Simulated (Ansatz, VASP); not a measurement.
# One calculation of RbZnOs, two programs

```
CELL_PARAMETERS angstrom
4.56024 0.00000 0.00000
0.00000 4.56024 0.00000
0.00000 0.00000 5.92581
ATOMIC_POSITIONS crystal
Rb 0.50000 0.50000 0.00000
Zn 0.00000 0.00000 0.00000
Os 0.50000 0.50000 0.50000
```

Alike in both runs: functional PBE; k mesh 4 × 4 × 4; occupations gaussian, width 0.1 eV; no spin polarisation.

Ansatz relaxed the structure, and its values are those at the end. VASP's run is a single point on that final structure, the one shown.

```csv
,VASP,Ansatz
version,VASP 6.6.1,Ansatz 0.2.0
potentials or method,"VASP PAW PBE potentials, release 64 (Rb_sv, Zn, Os), cutoff 520 eV","scalar-relativistic, plane waves, PAW"
valence electrons in the cell,29,37
```

|  | VASP | Ansatz | Ansatz less VASP |
| --- | --- | --- | --- |
| gap on the k mesh at the Fermi level (eV) | none | none | - |
| pressure (GPa) | 0.1 | 0.0 | -0.05 |

A gap of «none» marks a metal or a gap that the smearing closes. VASP's potentials hold 29 valence electrons a cell and Ansatz's 37, so a difference there can come from the potentials and not from the codes.

Neither program's run includes spin-orbit coupling.
